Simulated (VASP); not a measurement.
# AlN (Cmc2_1) in VASP: further runs

The runs below take AlN through single point, with LDA.

Everything below comes from runs of VASP 6.6.1. Logs are shortened: lines on timing, memory, paths and dates and some standing lists are left out, and cuts for length are marked.

### Step 1. The cell of the first run

The structure is orthorhombic, space group Cmc2_1 (No. 36). The conventional cell has a = 3.166 Å, b = 5.484 Å, c = 5.067 Å, α = 90.00°, β = 90.00°, γ = 90.00°. Within 2.5 Å of Al (site symmetry m) lie 4 N at 1.92 to 1.94 Å. N (site symmetry m) has 4 Al at 1.92 to 1.94 Å within 2.5 Å.

### Step 2. Single point, LDA

INCAR reads:

```
SYSTEM = AlN
PREC = Accurate
ENCUT = 520
EDIFF = 1E-6
ISMEAR = 0
SIGMA = 0.05
LREAL = .False.
LASPH = .True.
NELM = 100
ALGO = Normal
ISIF = 2
LWAVE = .False.
LCHARG = .False.
GGA = CA
NBANDS = 16
```

KPOINTS reads:

```
Automatic mesh
0
Gamma
  9 9 6
  0 0 0
```

POSCAR reads:

```
AlN
1.0
    3.1659609617      0.0000000000      0.0000000000
   -1.5829804808      2.7418026202      0.0000000000
    0.0000000000      0.0000000000      5.0673630437
Al N
2 2
Direct
    0.3269032571      0.6538065141      0.0015212672
    0.6730967429      0.3461934859      0.5015212672
    0.3390710977      0.6781421955      0.3834787328
    0.6609289023      0.3218578045      0.8834787328
```

Potentials or basis: VASP PAW LDA potentials, release 64 (Al, N).

Command:

```console
> cat potpaw_LDA.64/Al/POTCAR potpaw_LDA.64/N/POTCAR > POTCAR
> mpirun -np 1 vasp_std > vasp.out
```

OUTCAR:

```text
SYSTEM = AlN
   PREC = Accurate
   ENCUT = 520
   EDIFF = 1E-6
   ISMEAR = 0
   LREAL = .False.
   LASPH = .True.
   NELM = 100
   ISIF = 2
   GGA = CA

 ion  position               nearest neighbor table
   1  0.327  0.654  0.002-   4 1.92   4 1.92   4 1.93   3 1.94   2 3.10   2 3.10   2 3.10   2 3.10
                             2 3.17   2 3.17
   2  0.673  0.346  0.502-   3 1.92   3 1.92   3 1.93   4 1.94   1 3.10   1 3.10   1 3.10   1 3.10
                             1 3.17   1 3.17
   3  0.339  0.678  0.383-   2 1.92   2 1.92   2 1.93   1 1.94
   4  0.661  0.322  0.883-   1 1.92   1 1.92   1 1.93   2 1.94

  LATTYP: Found a hexagonal cell.
 ALAT       =     3.1659609617
 C/A-ratio  =     1.6005766038

  Lattice vectors:

 A1 = (   3.1659609617,   0.0000000000,   0.0000000000)
 A2 = (  -1.5829804808,   2.7418026202,   0.0000000000)
 A3 = (   0.0000000000,   0.0000000000,   5.0673630437)

Analysis of symmetry for initial positions (statically):
=====================================================================
 Subroutine PRICEL returns:
 Original cell was already a primitive cell.

 Routine SETGRP: Setting up the symmetry group for a
 hexagonal supercell.

 Subroutine GETGRP returns: Found  4 space group operations
 (whereof  2 operations were pure point group operations)
 out of a pool of 24 trial point group operations.

The static configuration has the point symmetry C_1h.
 The point group associated with its full space group is C_2v.

Analysis of symmetry for dynamics (positions and initial velocities):
=====================================================================
 Subroutine PRICEL returns:
 Original cell was already a primitive cell.

 Routine SETGRP: Setting up the symmetry group for a
 hexagonal supercell.

 Subroutine GETGRP returns: Found  4 space group operations
 (whereof  2 operations were pure point group operations)
 out of a pool of 24 trial point group operations.

The dynamic configuration has the point symmetry C_1h.
 The point group associated with its full space group is C_2v.

 Subroutine INISYM returns: Found  4 space group operations
 (whereof  2 operations are pure point group operations),
 and found     1 'primitive' translations

----------------------------------------------------------------------------------------

                                     Primitive cell

  volume of cell :      43.9869

  direct lattice vectors                    reciprocal lattice vectors
     3.165960962  0.000000000  0.000000000     0.315859864  0.182361778  0.000000000
    -1.582980481  2.741802620  0.000000000     0.000000000  0.364723555  0.000000000
     0.000000000  0.000000000  5.067363044     0.000000000  0.000000000  0.197341298

  length of vectors
     3.165960962  3.165960962  5.067363044     0.364723555  0.364723555  0.197341298

  position of ions in fractional coordinates (direct lattice)
     0.326903257  0.653806514  0.001521267
     0.673096743  0.346193486  0.501521267
     0.339071098  0.678142196  0.383478733
     0.660928902  0.321857804  0.883478733

  ion indices of the primitive-cell ions
   primitive index   ion index
                 1           1
                 2           2
                 3           3
                 4           4

----------------------------------------------------------------------------------------

 KPOINTS: Automatic mesh

Automatic generation of k-mesh.
 Grid dimensions read from file:
 generate k-points for:    9    9    6

 Generating k-lattice:

  Cartesian coordinates                     Fractional coordinates (reciprocal lattice)
     0.035095540  0.020262420  0.000000000     0.111111111  0.000000000  0.000000000
     0.000000000  0.040524839  0.000000000     0.000000000  0.111111111  0.000000000
     0.000000000  0.000000000  0.032890216     0.000000000  0.000000000  0.166666667

  Length of vectors
     0.040524839  0.040524839  0.032890216

  Shift w.r.t. Gamma in fractional coordinates (k-lattice)
     0.000000000  0.000000000  0.000000000

 Subroutine IBZKPT returns following result:
 ===========================================

 Found    100 irreducible k-points:

 Following reciprocal coordinates:
            Coordinates               Weight
  0.000000  0.000000  0.000000      1.000000
  0.111111 -0.000000  0.000000      4.000000
  0.000000  0.111111  0.000000      2.000000
  0.222222  0.000000  0.000000      4.000000
  0.000000  0.222222  0.000000      2.000000
  0.333333  0.000000  0.000000      4.000000
[... 16 lines left out ...]
 -0.222222 -0.444444  0.000000      4.000000
  0.444444  0.333333  0.000000      4.000000
 [... further k-points ...]
   k-points           NKPTS =    100   k-points in BZ     NKDIM =    100   number of bands    NBANDS=     16
   number of dos      NEDOS =    301   number of ions     NIONS =      4
   total plane-waves  NPLWV =  23040
   dimension x,y,z NGX =    24 NGY =   24 NGZ =   40
   dimension x,y,z NGXF=    48 NGYF=   48 NGZF=   80
   ions per type =               2   2
   NGX,Y,Z   is equivalent  to a cutoff of  12.60, 12.60, 13.12 a.u.
   NGXF,Y,Z  is equivalent  to a cutoff of  25.21, 25.21, 26.25 a.u.
 SYSTEM =  AlN
   PREC   = accura    normal or accurate (medium, high low for compatibility)
   ISTART =      0    job   : 0-new  1-cont  2-samecut
   ICHARG =      2    charge: 1-file 2-atom 10-const
   ISPIN  =      1    spin polarized calculation?
   LNONCOLLINEAR =      F non collinear calculations
   LSORBIT =      F    spin-orbit coupling
   LASPH  =      T    aspherical Exc in radial PAW
   ENCUT  =  520.0 eV  38.22 Ry    6.18 a.u.   5.89  5.89  9.42*2*pi/ulx,y,z
   NELM   =    100;   NELMIN=  2; NELMDL= -5     # of ELM steps
   EDIFF  = 0.1E-05   stopping-criterion for ELM
   LREAL  =      F    real-space projection
   EDIFFG = 0.1E-04   stopping-criterion for IOM
   NSW    =      0    number of steps for IOM
   IBRION =     -1    ionic relax: 0-MD 1-quasi-New 2-CG
   NFREE  =      0    steps in history (QN), initial steepest desc. (CG)
   ISIF   =      2    stress and relaxation
   ISYM   =      2    0-nonsym 1-usesym 2-fastsym
   POTIM  = 0.5000    time-step for ionic-motion
   TEBEG  =    0.0;   TEEND  =   0.0 temperature during run
   PSTRESS=    0.0 pullay stress
   NELECT =      16.0000    total number of electrons
   NUPDOWN=      -1.0000    fix difference up-down
   EMIN   =  10.00;   EMAX   =-10.00  energy-range for DOS
   EFERMI =   0.00;   METHOD = LEGACY
   ISMEAR =     0;   SIGMA  =   0.05  broadening in eV -4-tet -1-fermi 0-gaus
   EFERMI_NEDOS =   21; number of points for ismear=-14 and -15
   IALGO  =     38    algorithm
   IMIX   =      4    mixing-type and parameters
     AMIX     =   0.40;   BMIX     =  1.00
     AMIX_MAG =   1.60;   BMIX_MAG =  1.00
  volume/ion in A,a.u.               =      11.00        74.21
  Fermi-wavevector in a.u.,A,eV,Ry     =   1.168621  2.208373 18.581127  1.365674
  Thomas-Fermi vector in A             =   2.305105
   LORBIT       =      0    0 simple, 1 ext, 2 COOP (PROOUT), +10 PAW based schemes
   GGA     = CA    functional components
   LHFCALC =     F    Hartree Fock is set to
   AEXX    =    0.0000 exact exchange contribution
   IVDW    =     0    specifies the selected vdW correction
   LEPSILON=     F    determine dielectric tensor
   LRPA    =     F    only Hartree local field effects (RPA)
 non-spin polarized calculation
 Gauss-broadening in eV      SIGMA  =   0.05
  energy-cutoff  :      520.00
  volume of cell :       43.99
 maximum number of plane-waves:      1196
   NGX = 11   NGY = 11   NGZ = 19

 number of electron      15.9999999 magnetization

 Free energy of the ion-electron system (eV)
  ---------------------------------------------------
  ext. energy  EPLUGINS =         0.00000000
  ---------------------------------------------------
  free energy    TOTEN  =       -32.70173406 eV

  energy without entropy =      -32.70173406  energy(sigma->0) =      -32.70173406

 E-fermi :   5.6274     XC(G=0): -11.0227

 val. band max:        5.4151987111   @ k =   0.0000   0.0000   0.0000
 cond. band min:       9.1753671926   @ k =   0.0000   0.0000   0.0000
 fundamental gap:      3.7601684815
 Fermi energy:         5.6273705993

 k-point     1 :       0.0000    0.0000    0.0000
  band No.  band energies     occupation
      1      -9.3191      2.00000
      2      -7.2556      2.00000
      3      -0.4118      2.00000
      4       4.5407      2.00000
      5       4.5682      2.00000
      6       5.1478      2.00000
[... 8 lines left out ...]
     15      17.7337      0.00000
     16      17.9921      0.00000

 k-point     2 :       0.1111   -0.0000    0.0000
  band No.  band energies     occupation
      1      -9.1686      2.00000
      2      -7.1705      2.00000
      3      -0.2325      2.00000
      4       3.8585      2.00000
      5       4.3605      2.00000
      6       4.5032      2.00000
[... 8 lines left out ...]
     15      17.6703      0.00000
     16      17.9493      0.00000

 k-point     3 :       0.0000    0.1111    0.0000
  band No.  band energies     occupation
      1      -9.1681      2.00000
      2      -7.1719      2.00000
      3      -0.2314      2.00000
      4       3.8663      2.00000
      5       4.3684      2.00000
      6       4.5448      2.00000
[... 8 lines left out ...]
     15      17.8211      0.00000
     16      17.9066      0.00000

 k-point     4 :       0.2222    0.0000    0.0000
  band No.  band energies     occupation
      1      -8.7419      2.00000
      2      -6.9565      2.00000
      3       0.2871      2.00000
      4       2.3821      2.00000
      5       3.2892      2.00000
      6       3.9716      2.00000
[... 8 lines left out ...]
     15      17.0780      0.00000
     16      17.7670      0.00000
[... 324 lines left out ...]
 k-point    22 :       0.3333    0.2222    0.0000
  band No.  band energies     occupation
      1      -7.2809      2.00000
      2      -6.7250      2.00000
      3       0.5862      2.00000
      4       1.5683      2.00000
      5       2.1807      2.00000
      6       2.3697      2.00000
[... 8 lines left out ...]
     15      17.5953      0.00000
     16      19.0281      0.00000

 k-point    23 :      -0.2222   -0.4444    0.0000
  band No.  band energies     occupation
      1      -7.2596      2.00000
      2      -6.7536      2.00000
      3       0.6811      2.00000
      4       1.4720      2.00000
      5       2.1908      2.00000
      6       2.4171      2.00000
[... 8 lines left out ...]
     15      17.5197      0.00000
     16      19.1143      0.00000

 k-point    24 :       0.4444    0.3333    0.0000
  band No.  band energies     occupation
      1      -7.2927      2.00000
      2      -6.7088      2.00000
      3       0.5720      2.00000
      4       1.5046      2.00000
      5       2.2574      2.00000
      6       2.3490      2.00000
[... 8 lines left out ...]
     15      17.4063      0.00000
     16      19.2231      0.00000

 [... further k-points ...]

------------------------ aborting loop because EDIFF is reached ----------------------------------------

  FORCE on cell =-STRESS in cart. coord.  units (eV):
  Direction    XX          YY          ZZ          XY          YZ          ZX
  --------------------------------------------------------------------------------------
  -------------------------------------------------------------------------------------
  Total       -3.7429201     -3.6729091     -3.4425014     -0.0000000      0.0000000      0.0000000
  in kB     -136.3318667   -133.7817886   -125.3894349     -0.0000000      0.0000000      0.0000000
  external PRESSURE =    -131.8343634 kB  Pullay stress =       0.0000000 kB

 VOLUME and BASIS-vectors are now :
 -----------------------------------------------------------------------------
  energy-cutoff  :      520.00
  volume of cell :       43.99
      direct lattice vectors                 reciprocal lattice vectors
     3.165960962  0.000000000  0.000000000     0.315859864  0.182361778  0.000000000
    -1.582980481  2.741802620  0.000000000     0.000000000  0.364723555  0.000000000
     0.000000000  0.000000000  5.067363044     0.000000000  0.000000000  0.197341298

 POSITION                                       TOTAL-FORCE (eV/Angst)
 -----------------------------------------------------------------------------------
      0.00000      1.79261      0.00771         0.000000      0.186808      0.033657
      1.58298      0.94919      2.54139        -0.000000     -0.186808      0.033657
     -0.00000      1.85933      1.94323        -0.000000     -0.107689     -0.033657
      1.58298      0.88247      4.47691         0.000000      0.107689     -0.033657
 -----------------------------------------------------------------------------------
    total drift:                                0.000000      0.000000      0.000147

  FREE ENERGIE OF THE ION-ELECTRON SYSTEM (eV)
  ---------------------------------------------------
  free  energy   TOTEN  =       -32.7017340554 eV

  energy  without entropy=      -32.7017340554  energy(sigma->0) =      -32.70173406
```

Wall time 25 s (1 thread of AMD EPYC 9R45 (Zen 5), shared host); peak memory 0.14 GiB.

What came out:

```yaml
Free_energy: -32.7017 eV
Pressure: -13.2 GPa
Largest_force: 0.190 eV/Å
Band_gap_on_the_k_mesh: 3.76 eV, direct
```

Forces in eV/Å, atoms in the order of the input:
```
Al   0.000  0.187  0.034
Al   0.000 -0.187  0.034
N    0.000 -0.108 -0.034
N    0.000  0.108 -0.034
```

### Step 3. Single point, LDA

INCAR reads:

```
ALGO = Normal ; EDIFF = 1E-6
ENCUT = 520 ; ISIF = 2
ISMEAR = 0 ; LASPH = T
LCHARG = F ; LREAL = F
LWAVE = F ; NBANDS = 16
NELM = 80 ; PREC = Accurate
SIGMA = 0.05
```

KPOINTS reads:

```
k-points
0
Gamma
  9 9 6
```

POSCAR reads:

```
AlN
1.0
    3.1659609617      0.0000000000      0.0000000000
   -1.5829804808      2.7418026202      0.0000000000
    0.0000000000      0.0000000000      5.0673630437
Al N
2 2
Direct
    0.3397634096      0.6795268192      0.0015212672
    0.6602365904      0.3204731808      0.5015212672
    0.3275955689      0.6551911379      0.3834787328
    0.6724044311      0.3448088621      0.8834787328
```

Potentials or basis: VASP PAW LDA potentials, release 64 (Al, N).

Command:

```console
> cat potpaw_LDA.64/Al/POTCAR potpaw_LDA.64/N/POTCAR > POTCAR
> mpirun -np 1 vasp_std > vasp.out
```

Run time: 26 s. Hardware: 1 thread of AMD EPYC 9R45 (Zen 5), shared host; peak memory 0.15 GiB.

It converged, with:

* Free energy: -32.7016 eV
* Pressure: -13.2 GPa
* Largest force: 0.200 eV/Å
* Band gap on the k mesh: 3.76 eV, direct

Forces on the atoms (eV/Å):
```
Al   0.000 -0.197  0.034
Al   0.000  0.197  0.034
N    0.000  0.104 -0.034
N    0.000 -0.104 -0.034
```

Stress tensor (GPa, compression positive):
```
-13.27   0.00   0.00
  0.00 -13.75   0.00
  0.00   0.00 -12.53
```

Levels at points of the mesh, in eV from the valence-band top:
| k point | band 5 | band 6 | band 7 | band 8 | band 9 | band 10 | band 11 | band 12 |
| --- | --- | --- | --- | --- | --- | --- | --- | --- |
| (0.00, 0.00, 0.00) | -0.85 | -0.27 | -0.17 | 0.00 | 3.76 | 6.08 | 10.04 | 10.42 |
| (0.00, 0.00, 0.50) | -0.56 | -0.56 | -0.53 | -0.53 | 5.96 | 5.96 | 9.71 | 9.71 |

A k mesh can miss the band edges. LDA gaps usually lie below the measured ones, often by a third to a half.
